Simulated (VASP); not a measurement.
# ZrTi3C4 in VASP: further runs

ZrTi3C4 is run at these levels: PBE; tasks: single point.

Everything below comes from runs of VASP 6.6.1. Logs are shortened: lines on timing, memory, paths and dates and some standing lists are left out, and cuts for length are marked.

## Step 1: The cell of the first run

The structure is orthorhombic, space group Cmmm (No. 65). The conventional cell has a = 6.273 Å, b = 8.867 Å, c = 3.143 Å, α = 90.00°, β = 90.00°, γ = 90.00°. Within 3.0 Å of Zr (site symmetry mmm) lie 6 C at 2.27 Å. Within 2.9 Å of Ti (site symmetry mmm) lie 6 C at 2.17 Å. Within 2.9 Å of Ti (site symmetry 2/m) lie 6 C at 2.22 Å. C (site symmetry m2m) has 5 Ti at 2.17 to 2.22 Å and 1 Zr at 2.27 Å within 2.9 Å. C (site symmetry 2mm) has 4 Ti at 2.17 to 2.22 Å and 2 Zr at 2.27 Å and 12 C at 2.99 to 3.28 Å within 3.3 Å.

## Step 2: Single point, PBE

File INCAR:

```
SYSTEM = ZrTi3C4
  PREC = Accurate
  ENCUT = 520
  EDIFF = 1E-6
  ISMEAR = 0
  SIGMA = 0.2
  LREAL = .False.
  LASPH = .True.
  NELM = 60
  ALGO = Normal
  ISIF = 2
  LWAVE = .False.
  LCHARG = .True.
  GGA = PE
  LELF = .True.
  LVHAR = .True.
  NBANDS = 42
```

File KPOINTS:

```
regular mesh
0
Gamma
  8 4 4
  0 0 0
```

File POSCAR:

```
ZrTi3C4
1.0
    0.0000000000      0.0000000000      3.1431360000
    3.1366240000     -4.4337270000      0.0000000000
    3.1366240000      4.4337270000      0.0000000000
Zr Ti C
1 3 4
Direct
    0.0000000000      0.5000000000      0.5000000000
    0.0000000000      0.0000000000      0.0000000000
    0.5000000000      0.0000000000      0.5000000000
    0.5000000000      0.5000000000      0.0000000000
    0.0000000000      0.7555780000      0.2444220000
    0.0000000000      0.2444220000      0.7555780000
    0.5000000000      0.7613630000      0.7613630000
    0.5000000000      0.2386370000      0.2386370000
```

Potentials or basis: VASP PAW PBE potentials, release 64 (Zr_sv, Ti_sv, C).

On the command line:

```sh
$ cat potpaw_PBE.64/Zr_sv/POTCAR potpaw_PBE.64/Ti_sv/POTCAR potpaw_PBE.64/C/POTCAR > POTCAR
$ mpirun -np 1 vasp_std > vasp.out
```

OUTCAR:

```text
SYSTEM = ZrTi3C4
   PREC = Accurate
   ENCUT = 520
   EDIFF = 1E-6
   ISMEAR = 0
   LREAL = .False.
   LASPH = .True.
   NELM = 60
   ISIF = 2
   GGA = PE

 ion  position               nearest neighbor table
   1  0.000  0.500  0.500-   5 2.27   6 2.27   7 2.27   8 2.27   7 2.27   8 2.27   2 3.14   2 3.14
                             3 3.14   3 3.14   3 3.14   4 3.14   4 3.14   4 3.14   4 3.14   3 3.14
   2  0.000  0.000  0.000-   5 2.17   6 2.17   7 2.17   8 2.17   7 2.17   8 2.17   1 3.14   1 3.14

   3  0.500  0.000  0.500-   7 2.22   8 2.22   5 2.22   6 2.22   5 2.22   6 2.22   1 3.14   1 3.14
                             1 3.14   1 3.14
   4  0.500  0.500  0.000-   7 2.22   8 2.22   5 2.22   6 2.22   5 2.22   6 2.22   1 3.14   1 3.14
                             1 3.14   1 3.14
   5  0.000  0.756  0.244-   2 2.17   3 2.22   4 2.22   3 2.22   4 2.22   1 2.27
   6  0.000  0.244  0.756-   2 2.17   3 2.22   4 2.22   3 2.22   4 2.22   1 2.27
   7  0.500  0.761  0.761-   2 2.17   2 2.17   4 2.22   3 2.22   1 2.27   1 2.27
   8  0.500  0.239  0.239-   2 2.17   2 2.17   4 2.22   3 2.22   1 2.27   1 2.27

  LATTYP: Found a base centered orthorhombic cell.
 ALAT       =     6.2732480000
 B/A-ratio  =     1.4135347431
 C/A-ratio  =     0.5010380588

  Lattice vectors:

 A1 = (   3.1366240000,  -4.4337270000,   0.0000000000)
 A2 = (   3.1366240000,   4.4337270000,   0.0000000000)
 A3 = (   0.0000000000,   0.0000000000,   3.1431360000)

Analysis of symmetry for initial positions (statically):
=====================================================================
 Subroutine PRICEL returns:
 Original cell was already a primitive cell.

 Routine SETGRP: Setting up the symmetry group for a
 base centered orthorhombic supercell.

 Subroutine GETGRP returns: Found  8 space group operations
 (whereof  8 operations were pure point group operations)
 out of a pool of  8 trial point group operations.

The static configuration has the point symmetry D_2h.

Analysis of symmetry for dynamics (positions and initial velocities):
=====================================================================
 Subroutine PRICEL returns:
 Original cell was already a primitive cell.

 Routine SETGRP: Setting up the symmetry group for a
 base centered orthorhombic supercell.

 Subroutine GETGRP returns: Found  8 space group operations
 (whereof  8 operations were pure point group operations)
 out of a pool of  8 trial point group operations.

The dynamic configuration has the point symmetry D_2h.

 Subroutine INISYM returns: Found  8 space group operations
 (whereof  8 operations are pure point group operations),
 and found     1 'primitive' translations

----------------------------------------------------------------------------------------

                                     Primitive cell

  volume of cell :      87.4228

  direct lattice vectors                    reciprocal lattice vectors
     0.000000000  0.000000000  3.143136000     0.000000000  0.000000000  0.318153589
     3.136624000 -4.433727000  0.000000000     0.159407057 -0.112771941  0.000000000
     3.136624000  4.433727000  0.000000000     0.159407057  0.112771941  0.000000000

  length of vectors
     3.143136000  5.431053786  5.431053786     0.318153589  0.195264232  0.195264232

  position of ions in fractional coordinates (direct lattice)
     0.000000000  0.500000000  0.500000000
     0.000000000  0.000000000  0.000000000
     0.500000000  0.000000000  0.500000000
     0.500000000  0.500000000  0.000000000
     0.000000000  0.755578000  0.244422000
     0.000000000  0.244422000  0.755578000
     0.500000000  0.761363000  0.761363000
     0.500000000  0.238637000  0.238637000

  ion indices of the primitive-cell ions
   primitive index   ion index
                 1           1
                 2           2
                 3           3
                 4           4
                 5           5
                 6           6
                 7           7
                 8           8

----------------------------------------------------------------------------------------

 KPOINTS: regular mesh

Automatic generation of k-mesh.
 Grid dimensions read from file:
 generate k-points for:    8    4    4

 Generating k-lattice:

  Cartesian coordinates                     Fractional coordinates (reciprocal lattice)
     0.000000000  0.000000000  0.039769199     0.125000000  0.000000000  0.000000000
     0.039851764 -0.028192985  0.000000000     0.000000000  0.250000000  0.000000000
     0.039851764  0.028192985  0.000000000     0.000000000  0.000000000  0.250000000

  Length of vectors
     0.039769199  0.048816058  0.048816058

  Shift w.r.t. Gamma in fractional coordinates (k-lattice)
     0.000000000  0.000000000  0.000000000

 Subroutine IBZKPT returns following result:
 ===========================================

 Found     35 irreducible k-points:

 Following reciprocal coordinates:
            Coordinates               Weight
  0.000000  0.000000  0.000000      1.000000
  0.125000  0.000000  0.000000      2.000000
  0.250000  0.000000  0.000000      2.000000
  0.375000  0.000000  0.000000      2.000000
  0.500000  0.000000  0.000000      1.000000
  0.000000  0.250000  0.000000      4.000000
[... 16 lines left out ...]
  0.250000  0.500000  0.250000      8.000000
  0.375000  0.500000  0.250000      8.000000
 [... further k-points ...]
   k-points           NKPTS =     35   k-points in BZ     NKDIM =     35   number of bands    NBANDS=     42
   number of dos      NEDOS =    301   number of ions     NIONS =      8
   total plane-waves  NPLWV =  38400
   dimension x,y,z NGX =    24 NGY =   40 NGZ =   40
   dimension x,y,z NGXF=    48 NGYF=   80 NGZF=   80
   ions per type =               1   3   4
   NGX,Y,Z   is equivalent  to a cutoff of  12.69, 12.24, 12.24 a.u.
   NGXF,Y,Z  is equivalent  to a cutoff of  25.39, 24.49, 24.49 a.u.
 SYSTEM =  ZrTi3C4
   PREC   = accura    normal or accurate (medium, high low for compatibility)
   ISTART =      0    job   : 0-new  1-cont  2-samecut
   ICHARG =      2    charge: 1-file 2-atom 10-const
   ISPIN  =      1    spin polarized calculation?
   LNONCOLLINEAR =      F non collinear calculations
   LSORBIT =      F    spin-orbit coupling
   LASPH  =      T    aspherical Exc in radial PAW
   ENCUT  =  520.0 eV  38.22 Ry    6.18 a.u.   5.84 10.10 10.10*2*pi/ulx,y,z
   NELM   =     60;   NELMIN=  2; NELMDL= -5     # of ELM steps
   EDIFF  = 0.1E-05   stopping-criterion for ELM
   LREAL  =      F    real-space projection
   EDIFFG = 0.1E-04   stopping-criterion for IOM
   NSW    =      0    number of steps for IOM
   IBRION =     -1    ionic relax: 0-MD 1-quasi-New 2-CG
   NFREE  =      0    steps in history (QN), initial steepest desc. (CG)
   ISIF   =      2    stress and relaxation
   ISYM   =      2    0-nonsym 1-usesym 2-fastsym
   POTIM  = 0.5000    time-step for ionic-motion
   TEBEG  =    0.0;   TEEND  =   0.0 temperature during run
   PSTRESS=    0.0 pullay stress
   NELECT =      64.0000    total number of electrons
   NUPDOWN=      -1.0000    fix difference up-down
   EMIN   =  10.00;   EMAX   =-10.00  energy-range for DOS
   EFERMI =   0.00;   METHOD = LEGACY
   ISMEAR =     0;   SIGMA  =   0.20  broadening in eV -4-tet -1-fermi 0-gaus
   EFERMI_NEDOS =   21; number of points for ismear=-14 and -15
   IALGO  =     38    algorithm
   IMIX   =      4    mixing-type and parameters
     AMIX     =   0.40;   BMIX     =  1.00
     AMIX_MAG =   1.60;   BMIX_MAG =  1.00
  volume/ion in A,a.u.               =      10.93        73.74
  Fermi-wavevector in a.u.,A,eV,Ry     =   1.475457  2.788210 29.619531  2.176974
  Thomas-Fermi vector in A             =   2.590104
   LORBIT       =      0    0 simple, 1 ext, 2 COOP (PROOUT), +10 PAW based schemes
   GGA     = PE    functional components
   LHFCALC =     F    Hartree Fock is set to
   AEXX    =    0.0000 exact exchange contribution
   IVDW    =     0    specifies the selected vdW correction
   LEPSILON=     F    determine dielectric tensor
   LRPA    =     F    only Hartree local field effects (RPA)
 non-spin polarized calculation
 Gauss-broadening in eV      SIGMA  =   0.20
  energy-cutoff  :      520.00
  volume of cell :       87.42
 maximum number of plane-waves:      2388
 NGX is ok and might be reduce to    24
   NGX = 11   NGY = 21   NGZ = 21

 number of electron      63.9999995 magnetization

 Free energy of the ion-electron system (eV)
  ---------------------------------------------------
  ext. energy  EPLUGINS =         0.00000000
  ---------------------------------------------------
  free energy    TOTEN  =       -75.16512079 eV

  energy without entropy =      -75.14809942  energy(sigma->0) =      -75.15661010

 E-fermi :   9.3523     XC(G=0): -12.5016

 val. band max:        9.3450496581   @ k =   0.1250   0.0000   0.0000
 cond. band min:       9.3622102940   @ k =   0.0000  -0.2500   0.2500
 fundamental gap:      0.0171606360
 Fermi energy:         9.3522953754

 k-point     1 :       0.0000    0.0000    0.0000
  band No.  band energies     occupation
      1     -47.3373      2.00000
      2     -47.3165      2.00000
      3     -47.1166      2.00000
      4     -38.3026      2.00000
      5     -23.7576      2.00000
      6     -23.6465      2.00000
[... 34 lines left out ...]
     41      12.4304      0.00000
     42      12.5523      0.00000

 k-point     2 :       0.1250    0.0000    0.0000
  band No.  band energies     occupation
      1     -47.3343      2.00000
      2     -47.3140      2.00000
      3     -47.1145      2.00000
      4     -38.2928      2.00000
      5     -23.7452      2.00000
      6     -23.6350      2.00000
[... 34 lines left out ...]
     41      12.5184      0.00000
     42      12.7126      0.00000

 k-point     3 :       0.2500    0.0000    0.0000
  band No.  band energies     occupation
      1     -47.3272      2.00000
      2     -47.3079      2.00000
      3     -47.1092      2.00000
      4     -38.2691      2.00000
      5     -23.7143      2.00000
      6     -23.6107      2.00000
[... 34 lines left out ...]
     41      12.6729      0.00000
     42      12.9686      0.00000

 k-point     4 :       0.3750    0.0000    0.0000
  band No.  band energies     occupation
      1     -47.3200      2.00000
      2     -47.3019      2.00000
      3     -47.1040      2.00000
      4     -38.2453      2.00000
      5     -23.6823      2.00000
      6     -23.6772      2.00000
[... 844 lines left out ...]
     41      12.5939      0.00000
     42      13.0905      0.00000

 k-point    23 :       0.2500    0.5000    0.2500
  band No.  band energies     occupation
      1     -47.3232      2.00000
      2     -47.3108      2.00000
      3     -47.1103      2.00000
      4     -38.2695      2.00000
      5     -23.6760      2.00000
      6     -23.6284      2.00000
[... 34 lines left out ...]
     41      12.6921      0.00000
     42      13.1908      0.00000

 k-point    24 :       0.3750    0.5000    0.2500
  band No.  band energies     occupation
      1     -47.3169      2.00000
      2     -47.3046      2.00000
      3     -47.1043      2.00000
      4     -38.2454      2.00000
      5     -23.7040      2.00000
      6     -23.6763      2.00000
[... 34 lines left out ...]
     41      12.8681      0.00000
     42      12.9586      0.00000

 [... further k-points ...]

------------------------ aborting loop because EDIFF is reached ----------------------------------------

  FORCE on cell =-STRESS in cart. coord.  units (eV):
  Direction    XX          YY          ZZ          XY          YZ          ZX
  --------------------------------------------------------------------------------------
  -------------------------------------------------------------------------------------
  Total        0.1092256      0.0209253      0.0263122      0.0000000      0.0000000      0.0000000
  in kB        2.0017525      0.3834930      0.4822168      0.0000000      0.0000000      0.0000000
  external PRESSURE =       0.9558208 kB  Pullay stress =       0.0000000 kB

 VOLUME and BASIS-vectors are now :
 -----------------------------------------------------------------------------
  energy-cutoff  :      520.00
  volume of cell :       87.42
      direct lattice vectors                 reciprocal lattice vectors
     0.000000000  0.000000000  3.143136000     0.000000000  0.000000000  0.318153589
     3.136624000 -4.433727000  0.000000000     0.159407057 -0.112771941  0.000000000
     3.136624000  4.433727000  0.000000000     0.159407057  0.112771941  0.000000000

 POSITION                                       TOTAL-FORCE (eV/Angst)
 -----------------------------------------------------------------------------------
      3.13662      0.00000      0.00000        -0.000000      0.000000      0.000000
      0.00000      0.00000      0.00000        -0.000000     -0.000000      0.000000
      1.56831      2.21686      1.57157        -0.000000      0.000000      0.000000
      1.56831     -2.21686      1.57157         0.000000      0.000000      0.000000
      3.13662     -2.26633      0.00000         0.000000     -0.006523      0.000000
      3.13662      2.26633      0.00000         0.000000      0.006523     -0.000000
      4.77622      0.00000      1.57157        -0.004973      0.000000      0.000000
      1.49703      0.00000      1.57157         0.004973      0.000000      0.000000
 -----------------------------------------------------------------------------------
    total drift:                               -0.000000      0.000000      0.000000

  FREE ENERGIE OF THE ION-ELECTRON SYSTEM (eV)
  ---------------------------------------------------
  free  energy   TOTEN  =       -75.1651207935 eV

  energy  without entropy=      -75.1480994156  energy(sigma->0) =      -75.15661010
```

Wall time 1.8 min (1 thread of Intel Xeon 8259CL, shared host); peak memory 0.26 GiB.

Results:

```
Free energy            : -75.1651 eV
Pressure               : 0.1 GPa
Largest force          : 0.007 eV/Å
Band gap on the k mesh : zero (bands 32 and 33 overlap by 1.11 eV)
```

Forces in eV/Å, atoms in the order of the input:
```
Zr   0.000  0.000  0.000
Ti   0.000  0.000  0.000
Ti   0.000  0.000  0.000
Ti   0.000  0.000  0.000
C    0.000 -0.007  0.000
C    0.000  0.007  0.000
C   -0.005  0.000  0.000
C    0.005  0.000  0.000
```

## Step 3: Single point, PBE

File INCAR:

```
PREC = Accurate ; ENCUT = 520
EDIFF = 1E-6 ; ISMEAR = 0
SIGMA = 0.1 ; LREAL = F
LASPH = T ; NELM = 80
ALGO = Normal ; ISIF = 2
LWAVE = F ; LCHARG = F
GGA = PE ; NBANDS = 42
```

File KPOINTS:

```
regular mesh
0
Gamma
  4 4 6
```

File POSCAR:

```
ZrTi3C4
1.0
    3.1366240000     -4.4337270000      0.0000000000
    3.1366240000      4.4337270000      0.0000000000
    0.0000000000      0.0000000000      3.1431360000
Zr Ti C
1 3 4
Direct
    0.5000000000      0.5000000000      0.0000000000
    0.0000000000      0.0000000000      0.0000000000
    0.0000000000      0.5000000000      0.5000000000
    0.5000000000      0.0000000000      0.5000000000
    0.7555780000      0.2444220000      0.0000000000
    0.2444220000      0.7555780000      0.0000000000
    0.7613630000      0.7613630000      0.5000000000
    0.2386370000      0.2386370000      0.5000000000
```

Potentials or basis: VASP PAW PBE potentials, release 64 (Zr_sv, Ti_sv, C).

On the command line:

```sh
$ cat potpaw_PBE.64/Zr_sv/POTCAR potpaw_PBE.64/Ti_sv/POTCAR potpaw_PBE.64/C/POTCAR > POTCAR
$ mpirun -np 1 vasp_std > vasp.out
```

OUTCAR:

```text
PREC = Accurate
   ENCUT = 520
   EDIFF = 1E-6
   ISMEAR = 0
   LREAL = F
   LASPH = T
   NELM = 80
   ISIF = 2
   GGA = PE

 ion  position               nearest neighbor table
   1  0.500  0.500  0.000-   5 2.27   6 2.27   7 2.27   8 2.27   7 2.27   8 2.27   2 3.14   2 3.14
                             4 3.14   3 3.14   4 3.14   4 3.14   4 3.14   3 3.14   3 3.14   3 3.14
   2  0.000  0.000  0.000-   5 2.17   6 2.17   7 2.17   8 2.17   7 2.17   8 2.17   1 3.14   1 3.14

   3  0.000  0.500  0.500-   7 2.22   8 2.22   5 2.22   6 2.22   5 2.22   6 2.22   1 3.14   1 3.14
                             1 3.14   1 3.14
   4  0.500  0.000  0.500-   7 2.22   8 2.22   5 2.22   6 2.22   5 2.22   6 2.22   1 3.14   1 3.14
[... 1299 lines left out ...]
  in kB        1.1206933     -2.9497441      5.1224041      0.0000000      0.0000000      0.0000000
  external PRESSURE =       1.0977844 kB  Pullay stress =       0.0000000 kB

 VOLUME and BASIS-vectors are now :
 -----------------------------------------------------------------------------
  energy-cutoff  :      520.00
  volume of cell :       87.42
      direct lattice vectors                 reciprocal lattice vectors
     3.136624000 -4.433727000  0.000000000     0.159407057 -0.112771941  0.000000000
     3.136624000  4.433727000  0.000000000     0.159407057  0.112771941  0.000000000
     0.000000000  0.000000000  3.143136000     0.000000000  0.000000000  0.318153589

 POSITION                                       TOTAL-FORCE (eV/Angst)
 -----------------------------------------------------------------------------------
      3.13662      0.00000      0.00000        -0.000000      0.000000     -0.000000
      0.00000      0.00000      0.00000        -0.000000      0.000000     -0.000000
      1.56831      2.21686      1.57157        -0.000000      0.000000     -0.000000
      1.56831     -2.21686      1.57157        -0.000000      0.000000     -0.000000
      3.13662     -2.26633      0.00000        -0.000000     -0.009816      0.000000
      3.13662      2.26633      0.00000        -0.000000      0.009816     -0.000000
      4.77622      0.00000      1.57157        -0.004145      0.000000      0.000000
      1.49703      0.00000      1.57157         0.004145      0.000000     -0.000000
 -----------------------------------------------------------------------------------
    total drift:                                0.000000      0.000000     -0.000000

  FREE ENERGIE OF THE ION-ELECTRON SYSTEM (eV)
  ---------------------------------------------------
  free  energy   TOTEN  =       -75.1508594190 eV

  energy  without entropy=      -75.1441535472  energy(sigma->0) =      -75.14750648
```

Run time: 95 s. Hardware: 1 thread of Intel Xeon 8259CL, shared host; peak memory 0.24 GiB.

What came out:

| Property | Result |
| --- | --- |
| Free energy | -75.1509 eV |
| Pressure | 0.1 GPa |
| Largest force | 0.010 eV/Å |
| Band gap on the k mesh | zero (bands 32 and 33 overlap by 1.11 eV) |

Forces on the atoms (eV/Å):
```
Zr   0.000  0.000  0.000
Ti   0.000  0.000  0.000
Ti   0.000  0.000  0.000
Ti   0.000  0.000  0.000
C    0.000 -0.010  0.000
C    0.000  0.010  0.000
C   -0.004  0.000  0.000
C    0.004  0.000  0.000
```

Stress tensor (GPa, compression positive):
```
 0.11  0.00  0.00
 0.00 -0.29  0.00
 0.00  0.00  0.51
```

Levels at points of the mesh, in eV from the Fermi level:
```
           k point  band 28  band 29  band 30  band 31  band 32  band 33  band 34  band 35  band 36  band 37
(0.00, 0.00, 0.00)    -1.61    -0.04     0.03     0.75     0.77     0.79     1.46     1.49     1.49     1.77
(0.50, 0.00, 0.00)    -1.82    -1.73    -1.70    -1.58    -1.57     1.41     1.48     1.66     1.68     2.02
(0.50, 0.50, 0.00)    -2.11    -0.60    -0.52    -0.45    -0.41    -0.34    -0.29     1.93     2.00     2.62
(0.00, 0.00, 0.50)    -2.60    -2.60    -2.46    -2.22    -2.19     1.94     2.42     2.54     2.59     2.86
(0.50, 0.00, 0.50)    -2.26    -1.85    -1.82    -1.68    -1.66     1.36     1.37     1.43     1.76     2.92
(0.50, 0.50, 0.50)    -2.70    -1.61    -1.59    -0.23     0.03     0.04     0.24     2.57     2.78     2.78
```

(Continued in part 2 of 2.)

The gap in the log of VASP goes by the Fermi energy; the results here count the filled bands.